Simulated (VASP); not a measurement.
# Ti (Fd-3m) in VASP: single point with r2SCAN

Aim: the single point of Ti with r2SCAN.

Everything below comes from runs of VASP 6.6.1. Logs are shortened: lines on timing, memory, paths and dates and some standing lists are left out, and cuts for length are marked.

**1. The cell of the first run**

Symmetry: Fd-3m, No. 227, cubic system. Conventional cell: a = 6.035 Å, b = 6.035 Å, c = 6.035 Å, α = 90.00°, β = 90.00°, γ = 90.00°. Within 3.4 Å of Ti (site symmetry -43m) lie 4 Ti at 2.61 Å.

This isn't the form of Ti at room conditions, which is hcp.

**2. Single point, r2SCAN, collinear spin (27.48 Å³/atom)**

POSCAR reads:

```
Ti
1.0
    0.0000000000      3.0175064254      3.0175064254
    3.0175064254      0.0000000000      3.0175064254
    3.0175064254      3.0175064254      0.0000000000
Ti
2
Direct
    0.1250000000      0.1250000000      0.1250000000
    0.8750000000      0.8750000000      0.8750000000
```

INCAR.step1 reads:

```
ALGO = Normal
EDIFF = 1E-4
ENCUT = 520
GGA = PE
ISMEAR = -1
ISPIN = 2
LASPH = True
LCHARG = False
LMAXMIX = 4
LREAL = False
LWAVE = True
MAGMOM = 1.946 1.946
NBANDS = 23
NELM = 150
PREC = Accurate
SIGMA = 0.05
```

INCAR.step2 reads:

```
ALGO = Normal
EDIFF = 1E-6
ENCUT = 520
ISIF = 2
ISMEAR = -1
ISPIN = 2
ISTART = 1
LASPH = True
LCHARG = True
LELF = True
LMAXMIX = 4
LMIXTAU = True
LORBIT = 11
LREAL = False
LVHAR = True
LWAVE = False
MAGMOM = 1.946 1.946
METAGGA = R2SCAN
NBANDS = 23
NELM = 150
PREC = Accurate
SIGMA = 0.05
```

KPOINTS reads:

```
k-points
0
Gamma
  15 15 15
```

Potentials or basis: VASP PAW PBE potentials, release 64 (Ti_sv).

Command:

```sh
> cat potpaw_PBE.64/Ti_sv/POTCAR > POTCAR
> cp INCAR.step1 INCAR
> mpirun -np 1 vasp_std > vasp.out
> cp INCAR.step2 INCAR
> mpirun -np 1 vasp_std > vasp.out
```

OUTCAR:

```text
EDIFF = 1E-6
   ENCUT = 520
   ISIF = 2
   ISMEAR = -1
   ISPIN = 2
   ISTART = 1
   LASPH = True
   LORBIT = 11
   LREAL = False
   METAGGA = R2SCAN
   NELM = 150
   PREC = Accurate

 ion  position               nearest neighbor table
   1  0.125  0.125  0.125-   2 2.61   2 2.61   2 2.61   2 2.61
   2  0.875  0.875  0.875-   1 2.61   1 2.61   1 2.61   1 2.61

  LATTYP: Found a face centered cubic cell.
 ALAT       =     6.0350128508

  Lattice vectors:

 A1 = (   0.0000000000,   3.0175064254,   3.0175064254)
 A2 = (   3.0175064254,   0.0000000000,   3.0175064254)
 A3 = (   3.0175064254,   3.0175064254,   0.0000000000)

Analysis of symmetry for initial positions (statically):
=====================================================================
 Subroutine PRICEL returns:
 Original cell was already a primitive cell.

 Routine SETGRP: Setting up the symmetry group for a
 face centered cubic supercell.

 Subroutine GETGRP returns: Found 48 space group operations
 (whereof 12 operations were pure point group operations)
 out of a pool of 48 trial point group operations.

The static configuration has the point symmetry D_3d.
 The point group associated with its full space group is O_h .

Analysis of symmetry for dynamics (positions and initial velocities):
=====================================================================
 Subroutine PRICEL returns:
 Original cell was already a primitive cell.

 Routine SETGRP: Setting up the symmetry group for a
 face centered cubic supercell.

 Subroutine GETGRP returns: Found 48 space group operations
 (whereof 12 operations were pure point group operations)
 out of a pool of 48 trial point group operations.

The dynamic configuration has the point symmetry D_3d.
 The point group associated with its full space group is O_h .

Analysis of structural, dynamic, and magnetic symmetry:
=====================================================================
 Subroutine PRICEL returns:
 Original cell was already a primitive cell.

 Routine SETGRP: Setting up the symmetry group for a
 face centered cubic supercell.

 Subroutine GETGRP returns: Found 48 space group operations
 (whereof 12 operations were pure point group operations)
 out of a pool of 48 trial point group operations.

The overall configuration has the point symmetry D_3d.
 The point group associated with its full space group is O_h .

 Subroutine INISYM returns: Found 48 space group operations
 (whereof 12 operations are pure point group operations),
 and found     1 'primitive' translations

----------------------------------------------------------------------------------------

                                     Primitive cell

  volume of cell :      54.9509

  direct lattice vectors                    reciprocal lattice vectors
     0.000000000  3.017506425  3.017506425    -0.165699730  0.165699730  0.165699730
     3.017506425  0.000000000  3.017506425     0.165699730 -0.165699730  0.165699730
     3.017506425  3.017506425  0.000000000     0.165699730  0.165699730 -0.165699730

  length of vectors
     4.267398511  4.267398511  4.267398511     0.287000351  0.287000351  0.287000351

  position of ions in fractional coordinates (direct lattice)
     0.125000000  0.125000000  0.125000000
     0.875000000  0.875000000  0.875000000

  ion indices of the primitive-cell ions
   primitive index   ion index
                 1           1
                 2           2

----------------------------------------------------------------------------------------

 KPOINTS: k-points

Automatic generation of k-mesh.
 Grid dimensions read from file:
 generate k-points for:   15   15   15

 Generating k-lattice:

  Cartesian coordinates                     Fractional coordinates (reciprocal lattice)
    -0.011046649  0.011046649  0.011046649     0.066666667  0.000000000  0.000000000
     0.011046649 -0.011046649  0.011046649     0.000000000  0.066666667  0.000000000
     0.011046649  0.011046649 -0.011046649     0.000000000  0.000000000  0.066666667

  Length of vectors
     0.019133357  0.019133357  0.019133357

  Shift w.r.t. Gamma in fractional coordinates (k-lattice)
     0.000000000  0.000000000  0.000000000

 Subroutine IBZKPT returns following result:
 ===========================================

 Found    120 irreducible k-points:

 Following reciprocal coordinates:
            Coordinates               Weight
  0.000000  0.000000  0.000000      1.000000
  0.066667  0.000000  0.000000      8.000000
  0.133333  0.000000  0.000000      8.000000
  0.200000  0.000000  0.000000      8.000000
  0.266667  0.000000  0.000000      8.000000
  0.333333  0.000000  0.000000      8.000000
[... 16 lines left out ...]
  0.133333  0.133333  0.000000      6.000000
  0.200000  0.133333  0.000000     24.000000
 [... further k-points ...]
   k-points           NKPTS =    120   k-points in BZ     NKDIM =    120   number of bands    NBANDS=     23
   number of dos      NEDOS =    301   number of ions     NIONS =      2
   total plane-waves  NPLWV =  32768
   dimension x,y,z NGX =    32 NGY =   32 NGZ =   32
   dimension x,y,z NGXF=    64 NGYF=   64 NGZF=   64
   ions per type =               2
   NGX,Y,Z   is equivalent  to a cutoff of  12.47, 12.47, 12.47 a.u.
   NGXF,Y,Z  is equivalent  to a cutoff of  24.93, 24.93, 24.93 a.u.
 SYSTEM =  unknown system
   PREC   = accura    normal or accurate (medium, high low for compatibility)
   ISTART =      1    job   : 0-new  1-cont  2-samecut
   ICHARG =      0    charge: 1-file 2-atom 10-const
   ISPIN  =      2    spin polarized calculation?
   LNONCOLLINEAR =      F non collinear calculations
   LSORBIT =      F    spin-orbit coupling
   LASPH  =      T    aspherical Exc in radial PAW
   ENCUT  =  520.0 eV  38.22 Ry    6.18 a.u.   7.93  7.93  7.93*2*pi/ulx,y,z
   NELM   =    150;   NELMIN=  2; NELMDL=  0     # of ELM steps
   EDIFF  = 0.1E-05   stopping-criterion for ELM
   LREAL  =      F    real-space projection
   EDIFFG = 0.1E-04   stopping-criterion for IOM
   NSW    =      0    number of steps for IOM
   IBRION =     -1    ionic relax: 0-MD 1-quasi-New 2-CG
   NFREE  =      0    steps in history (QN), initial steepest desc. (CG)
   ISIF   =      2    stress and relaxation
   ISYM   =      2    0-nonsym 1-usesym 2-fastsym
   POTIM  = 0.5000    time-step for ionic-motion
   TEBEG  =    0.0;   TEEND  =   0.0 temperature during run
   PSTRESS=    0.0 pullay stress
   NELECT =      24.0000    total number of electrons
   NUPDOWN=      -1.0000    fix difference up-down
   EMIN   =  10.00;   EMAX   =-10.00  energy-range for DOS
   EFERMI =   0.00;   METHOD = LEGACY
   ISMEAR =    -1;   SIGMA  =   0.05  broadening in eV -4-tet -1-fermi 0-gaus
   EFERMI_NEDOS =   21; number of points for ismear=-14 and -15
   IALGO  =     38    algorithm
   IMIX   =      4    mixing-type and parameters
     AMIX     =   0.40;   BMIX     =  1.00
     AMIX_MAG =   1.60;   BMIX_MAG =  1.00
  volume/ion in A,a.u.               =      27.48       185.41
  Fermi-wavevector in a.u.,A,eV,Ry     =   1.242092  2.347213 20.990961  1.542792
  Thomas-Fermi vector in A             =   2.376461
   LORBIT       =     11    0 simple, 1 ext, 2 COOP (PROOUT), +10 PAW based schemes
   METAGGA = R2SCAN    functional components
   LHFCALC =     F    Hartree Fock is set to
   AEXX    =    0.0000 exact exchange contribution
   IVDW    =     0    specifies the selected vdW correction
   LEPSILON=     F    determine dielectric tensor
   LRPA    =     F    only Hartree local field effects (RPA)
 spin polarized calculation
  energy-cutoff  :      520.00
  volume of cell :       54.95
 maximum number of plane-waves:      1496
   NGX = 15   NGY = 15   NGZ = 15

 number of electron      24.0000009 magnetization       5.4319143

 Free energy of the ion-electron system (eV)
  ---------------------------------------------------
  ext. energy  EPLUGINS =         0.00000000
  ---------------------------------------------------
  free energy    TOTEN  =       -22.10680795 eV

  energy without entropy =      -22.08937547  energy(sigma->0) =      -22.09809171

 E-fermi :   3.9645     XC(G=0):  -9.8553

 val. band max:        3.9598688062   @ k =  -0.4000   0.3333   0.0667
 cond. band min:       3.9722802349   @ k =  -0.3333   0.3333   0.0667
 fundamental gap:      0.0124114287
 Fermi energy:         3.9644607663

 spin component 1

 k-point     1 :       0.0000    0.0000    0.0000
  band No.  band energies     occupation
      1     -55.8467      1.00000
      2     -55.5358      1.00000
      3     -31.2657      1.00000
      4     -31.2657      1.00000
      5     -31.2657      1.00000
      6     -30.7326      1.00000
[... 15 lines left out ...]
     22      14.1048      0.00000
     23      14.4079      0.00000
[... 575 lines left out ...]
      1     -55.8246      1.00000
      2     -55.5584      1.00000
      3     -31.2988      1.00000
      4     -31.2987      1.00000
      5     -31.2330      1.00000
      6     -30.7686      1.00000
[... 15 lines left out ...]
     22      12.7380      0.00000
     23      13.2561      0.00000

 [... further k-points ...]

 spin component 2

 k-point     1 :       0.0000    0.0000    0.0000
  band No.  band energies     occupation
      1     -53.5265      1.00000
      2     -53.2734      1.00000
      3     -28.8938      1.00000
      4     -28.8938      1.00000
      5     -28.8937      1.00000
      6     -28.4700      1.00000
[... 15 lines left out ...]
     22      15.8252      0.00000
     23      15.8253      0.00000
[... 575 lines left out ...]
      1     -53.5084      1.00000
      2     -53.2916      1.00000
      3     -28.9241      1.00000
      4     -28.9239      1.00000
      5     -28.8687      1.00000
      6     -28.4993      1.00000
[... 15 lines left out ...]
     22      13.9264      0.00000
     23      15.5131      0.00000

 [... further k-points ...]

------------------------ aborting loop because EDIFF is reached ----------------------------------------

  FORCE on cell =-STRESS in cart. coord.  units (eV):
  Direction    XX          YY          ZZ          XY          YZ          ZX
  --------------------------------------------------------------------------------------
  -------------------------------------------------------------------------------------
  Total        0.5541952      0.5541952      0.5541952      0.0000000     -0.0000000      0.0000000
  in kB       16.1584135     16.1584135     16.1584135      0.0000000     -0.0000000      0.0000000
  external PRESSURE =      16.1584135 kB  Pullay stress =       0.0000000 kB

 VOLUME and BASIS-vectors are now :
 -----------------------------------------------------------------------------
  energy-cutoff  :      520.00
  volume of cell :       54.95
      direct lattice vectors                 reciprocal lattice vectors
     0.000000000  3.017506425  3.017506425    -0.165699730  0.165699730  0.165699730
     3.017506425  0.000000000  3.017506425     0.165699730 -0.165699730  0.165699730
     3.017506425  3.017506425  0.000000000     0.165699730  0.165699730 -0.165699730

 POSITION                                       TOTAL-FORCE (eV/Angst)
 -----------------------------------------------------------------------------------
      0.75438      0.75438      0.75438        -0.000000      0.000000     -0.000000
      5.28064      5.28064      5.28064         0.000000     -0.000000      0.000000
 -----------------------------------------------------------------------------------
    total drift:                                0.000000      0.000000     -0.000000

  FREE ENERGIE OF THE ION-ELECTRON SYSTEM (eV)
  ---------------------------------------------------
  free  energy   TOTEN  =       -22.1068079538 eV

  energy  without entropy=      -22.0893754679  energy(sigma->0) =      -22.09809171

 total charge

# of ion       s       p       d       tot
------------------------------------------
    1        2.215   6.060   2.029  10.304
    2        2.215   6.060   2.029  10.304
--------------------------------------------------
tot          4.430  12.120   4.057  20.608

 magnetization (x)

# of ion       s       p       d       tot
------------------------------------------
    1        0.134   0.095   1.820   2.049
    2        0.134   0.095   1.820   2.049
--------------------------------------------------
tot          0.269   0.189   3.640   4.098
```

It took 13 min on 1 thread of Intel Xeon 8259CL, shared host; peak memory 0.36 GiB.

What came out:

* Free energy: -22.1068 eV
* Pressure: 1.6 GPa
* Net moment: 5.43 μB per cell
* Site moments: Ti +2.05 μB
* Valence electrons inside the program's atomic spheres: Ti 10.30

Caveat: the PAW data sets were made with another functional, which shifts forces and pressure a little.
